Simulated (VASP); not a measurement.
# Zr2N (P4_2/mnm) in VASP: a series of runs

The runs below take Zr2N through single point, with PBEsol.

All numbers are computed with VASP 6.6.1; they aren't measurements. Logs are shortened: lines on timing, memory, paths and dates and some standing lists are left out, and cuts for length are marked.

## (1) The cell of the first run

Symmetry: P4_2/mnm, No. 136, tetragonal system. Conventional cell: a = 5.477 Å, b = 5.477 Å, c = 3.240 Å, α = 90.00°, β = 90.00°, γ = 90.00°. Within 3.0 Å of Zr (site symmetry m2m) lie 3 N at 2.25 to 2.31 Å. N (site symmetry mmm) has 6 Zr at 2.25 to 2.31 Å within 3.0 Å.

## (2) Single point, PBEsol (biaxial strain in the a-b plane: +2.0 %, then relaxed in part)

INCAR reads:

```
SYSTEM = Zr2N
  PREC = Accurate
  ENCUT = 520
  EDIFF = 1E-7
  ISMEAR = 0
  SIGMA = 0.1
  LREAL = .False.
  LASPH = .True.
  NELM = 80
  ALGO = Normal
  ISIF = 2
  LWAVE = .False.
  LCHARG = .False.
  GGA = PS
  NBANDS = 38
```

KPOINTS reads:

```
Automatic mesh
0
Gamma
  8 8 12
  0 0 0
```

POSCAR reads:

```
Zr2N
1.0
    5.4774498229      0.0000000000      0.0000000000
    0.0000000000      5.4774498229      0.0000000000
    0.0000000000      0.0000000000      3.2399197076
Zr N
4 2
Direct
    0.2976766271      0.2976766271      0.0000000000
    0.7023233729      0.7023233729      0.0000000000
    0.7976766271      0.2023233729      0.5000000000
    0.2023233729      0.7976766271      0.5000000000
    0.0000000000      0.0000000000      0.0000000000
    0.5000000000      0.5000000000      0.5000000000
```

Potentials or basis: VASP PAW PBE potentials, release 64 (Zr_sv, N).

Run with:

```console
$ cat potpaw_PBE.64/Zr_sv/POTCAR potpaw_PBE.64/N/POTCAR > POTCAR
$ mpirun -np 1 vasp_std > vasp.out
```

OUTCAR:

```text
SYSTEM = Zr2N
   PREC = Accurate
   ENCUT = 520
   EDIFF = 1E-7
   ISMEAR = 0
   LREAL = .False.
   LASPH = .True.
   NELM = 80
   ISIF = 2
   GGA = PS

 ion  position               nearest neighbor table
   1  0.298  0.298  0.000-   6 2.25   6 2.25   5 2.31   2 3.13   4 3.22   3 3.22   4 3.22   3 3.22
                             4 3.22   4 3.22   3 3.22   3 3.22
   2  0.702  0.702  0.000-   6 2.25   6 2.25   5 2.31   1 3.13   4 3.22   3 3.22   4 3.22   3 3.22
                             3 3.22   3 3.22   4 3.22   4 3.22
   3  0.798  0.202  0.500-   5 2.25   5 2.25   6 2.31   4 3.13   1 3.22   1 3.22   2 3.22   2 3.22
                             2 3.22   2 3.22   1 3.22   1 3.22
   4  0.202  0.798  0.500-   5 2.25   5 2.25   6 2.31   3 3.13   1 3.22   1 3.22   2 3.22   2 3.22
                             1 3.22   1 3.22   2 3.22   2 3.22
   5  0.000  0.000  0.000-   3 2.25   4 2.25   3 2.25   4 2.25   1 2.31   2 2.31
   6  0.500  0.500  0.500-   1 2.25   2 2.25   1 2.25   2 2.25   3 2.31   4 2.31

  LATTYP: Found a simple tetragonal cell.
 ALAT       =     5.4774498229
 C/A-ratio  =     0.5915014856

  Lattice vectors:

 A1 = (   5.4774498229,   0.0000000000,   0.0000000000)
 A2 = (   0.0000000000,   5.4774498229,   0.0000000000)
 A3 = (   0.0000000000,   0.0000000000,   3.2399197076)

Analysis of symmetry for initial positions (statically):
=====================================================================
 Subroutine PRICEL returns:
 Original cell was already a primitive cell.

 Routine SETGRP: Setting up the symmetry group for a
 simple tetragonal supercell.

 Subroutine GETGRP returns: Found 16 space group operations
 (whereof  8 operations were pure point group operations)
 out of a pool of 16 trial point group operations.

The static configuration has the point symmetry D_2h.
 The point group associated with its full space group is D_4h.

Analysis of symmetry for dynamics (positions and initial velocities):
=====================================================================
 Subroutine PRICEL returns:
 Original cell was already a primitive cell.

 Routine SETGRP: Setting up the symmetry group for a
 simple tetragonal supercell.

 Subroutine GETGRP returns: Found 16 space group operations
 (whereof  8 operations were pure point group operations)
 out of a pool of 16 trial point group operations.

The dynamic configuration has the point symmetry D_2h.
 The point group associated with its full space group is D_4h.

 Subroutine INISYM returns: Found 16 space group operations
 (whereof  8 operations are pure point group operations),
[... 109 lines left out ...]
   NFREE  =      0    steps in history (QN), initial steepest desc. (CG)
   ISIF   =      2    stress and relaxation
   ISYM   =      2    0-nonsym 1-usesym 2-fastsym
   POTIM  = 0.5000    time-step for ionic-motion
   TEBEG  =    0.0;   TEEND  =   0.0 temperature during run
   PSTRESS=    0.0 pullay stress
   NELECT =      58.0000    total number of electrons
   NUPDOWN=      -1.0000    fix difference up-down
   EMIN   =  10.00;   EMAX   =-10.00  energy-range for DOS
   EFERMI =   0.00;   METHOD = LEGACY
   ISMEAR =     0;   SIGMA  =   0.10  broadening in eV -4-tet -1-fermi 0-gaus
   EFERMI_NEDOS =   21; number of points for ismear=-14 and -15
   IALGO  =     38    algorithm
   IMIX   =      4    mixing-type and parameters
     AMIX     =   0.40;   BMIX     =  1.00
     AMIX_MAG =   1.60;   BMIX_MAG =  1.00
  volume/ion in A,a.u.               =      16.20       109.33
  Fermi-wavevector in a.u.,A,eV,Ry     =   1.378226  2.604470 25.844365  1.899507
  Thomas-Fermi vector in A             =   2.503307
   LORBIT       =      0    0 simple, 1 ext, 2 COOP (PROOUT), +10 PAW based schemes
   GGA     = PS    functional components
   LHFCALC =     F    Hartree Fock is set to
   AEXX    =    0.0000 exact exchange contribution
   IVDW    =     0    specifies the selected vdW correction
   LEPSILON=     F    determine dielectric tensor
   LRPA    =     F    only Hartree local field effects (RPA)
 non-spin polarized calculation
 Gauss-broadening in eV      SIGMA  =   0.10
  energy-cutoff  :      520.00
  volume of cell :       97.21
 maximum number of plane-waves:      2652
 NGX is ok and might be reduce to    42
   NGX = 21   NGY = 21   NGZ = 13

 number of electron      57.9999998 magnetization

 Free energy of the ion-electron system (eV)
  ---------------------------------------------------
  ext. energy  EPLUGINS =         0.00000000
  ---------------------------------------------------
  free energy    TOTEN  =       -61.73236998 eV

  energy without entropy =      -61.71651986  energy(sigma->0) =      -61.72444492

 E-fermi :   9.5078     XC(G=0): -11.8139

 val. band max:        9.5054674852   @ k =   0.5000   0.0000   0.2500
 cond. band min:       9.5121060343   @ k =   0.2500   0.2500   0.2500
 fundamental gap:      0.0066385491
 Fermi energy:         9.5077940379

 k-point     1 :       0.0000    0.0000    0.0000
  band No.  band energies     occupation
      1     -39.0873      2.00000
      2     -38.9540      2.00000
      3     -38.9540      2.00000
      4     -38.8991      2.00000
      5     -18.0013      2.00000
      6     -17.4314      2.00000
[... 973 lines left out ...]
     37      12.9501      0.00000
     38      12.9501      0.00000

 [... further k-points ...]

------------------------ aborting loop because EDIFF is reached ----------------------------------------

  FORCE on cell =-STRESS in cart. coord.  units (eV):
  Direction    XX          YY          ZZ          XY          YZ          ZX
  --------------------------------------------------------------------------------------
  -------------------------------------------------------------------------------------
  Total       -4.2527142     -4.2527142      0.1563985      0.0000000      0.0000000      0.0000000
  in kB      -70.0947863    -70.0947863      2.5778177      0.0000000      0.0000000      0.0000000
  external PRESSURE =     -45.8705850 kB  Pullay stress =       0.0000000 kB

 VOLUME and BASIS-vectors are now :
 -----------------------------------------------------------------------------
  energy-cutoff  :      520.00
  volume of cell :       97.21
      direct lattice vectors                 reciprocal lattice vectors
     5.477449823  0.000000000  0.000000000     0.182566711  0.000000000  0.000000000
     0.000000000  5.477449823  0.000000000     0.000000000  0.182566711  0.000000000
     0.000000000  0.000000000  3.239919708     0.000000000  0.000000000  0.308649624

 POSITION                                       TOTAL-FORCE (eV/Angst)
 -----------------------------------------------------------------------------------
      1.63051      1.63051      0.00000        -0.006071     -0.006071      0.000000
      3.84694      3.84694      0.00000         0.006071      0.006071     -0.000000
      4.36923      1.10822      1.61996        -0.006071      0.006071     -0.000000
      1.10822      4.36923      1.61996         0.006071     -0.006071     -0.000000
      0.00000      0.00000      0.00000         0.000000      0.000000     -0.000000
      2.73872      2.73872      1.61996         0.000000      0.000000     -0.000000
 -----------------------------------------------------------------------------------
    total drift:                                0.000000      0.000000      0.000000

  FREE ENERGIE OF THE ION-ELECTRON SYSTEM (eV)
  ---------------------------------------------------
  free  energy   TOTEN  =       -61.7323699850 eV

  energy  without entropy=      -61.7165198576  energy(sigma->0) =      -61.72444492
```

OSZICAR:

```text
N       E                     dE             d eps       ncg     rms          rms(c)
DAV:   1     0.569712797677E+03    0.56971E+03   -0.31203E+04  7980   0.154E+03
DAV:   2    -0.159514840650E+02   -0.58566E+03   -0.56869E+03  9062   0.449E+02
DAV:   3    -0.658658199118E+02   -0.49914E+02   -0.49242E+02 12408   0.106E+02
DAV:   4    -0.693109559522E+02   -0.34451E+01   -0.34367E+01 11698   0.249E+01
DAV:   5    -0.694429070504E+02   -0.13195E+00   -0.13191E+00 11028   0.434E+00    0.342E+01
DAV:   6    -0.620027103083E+02    0.74402E+01   -0.43308E+01  9974   0.270E+01    0.149E+01
DAV:   7    -0.617967477899E+02    0.20596E+00   -0.52899E+00 11094   0.786E+00    0.780E+00
DAV:   8    -0.617473442955E+02    0.49403E-01   -0.51871E-01  9338   0.338E+00    0.125E+00
DAV:   9    -0.617347447553E+02    0.12600E-01   -0.18575E-01 10280   0.149E+00    0.691E-01
DAV:  10    -0.617322230324E+02    0.25217E-02   -0.36448E-02 10364   0.887E-01    0.136E-01
DAV:  11    -0.617324088067E+02   -0.18577E-03   -0.11271E-03 10424   0.197E-01    0.403E-02
DAV:  12    -0.617323695909E+02    0.39216E-04   -0.16636E-04 11414   0.559E-02    0.881E-03
DAV:  13    -0.617323704016E+02   -0.81067E-06   -0.91523E-06 10188   0.136E-02    0.276E-03
DAV:  14    -0.617323702451E+02    0.15651E-06   -0.31578E-07  8440   0.321E-03    0.159E-03
DAV:  15    -0.617323700407E+02    0.20439E-06   -0.36503E-08  5796   0.117E-03    0.457E-04
DAV:  16    -0.617323699850E+02    0.55678E-07   -0.15010E-08  5664   0.685E-04
   1 F= -.61732370E+02 E0= -.61724445E+02  d E =-.158501E-01
```

stdout:

```text
POSCAR found type information on POSCAR ZrN
 POSCAR found :  2 types and       6 ions
 scaLAPACK will be used
 -----------------------------------------------------------------------------
|                                                                             |
|                                                                             |
|     You enforced a specific xc type in the INCAR file but a different       |
|     I HOPE YOU KNOW WHAT YOU ARE DOING!                                     |
|                                                                             |
 -----------------------------------------------------------------------------

 LDA part: xc-table for (Slater+PW92), standard interpolation
 POSCAR, INCAR and KPOINTS ok, starting setup
 FFT: planning ... GRIDC
 FFT: planning ... GRID_SOFT
 FFT: planning ... GRID
 WAVECAR not read
 entering main loop
```

It took 3.6 min on 1 thread of AMD EPYC 9R45 (Zen 5), shared host; peak memory 0.37 GiB.

What came out:

```yaml
Free_energy: -61.7324 eV
Pressure: -4.6 GPa
Largest_force: 0.009 eV/Å
Band_gap_on_the_k_mesh: zero (bands 29 and 30 overlap by 2.45 eV)
```

Forces on the atoms (eV/Å):
```
Zr  -0.006 -0.006  0.000
Zr   0.006  0.006  0.000
Zr  -0.006  0.006  0.000
Zr   0.006 -0.006  0.000
N    0.000  0.000  0.000
N    0.000  0.000  0.000
```

Caveat: the cell differs from its parent crystal (biaxial strain in the a-b plane: +2.0 %, then relaxed in part); the stress differs along the axes, from -7 to 0 GPa; the PAW data sets were made with another functional, which shifts forces and pressure a little.

(Continued in part 2 of 2.)
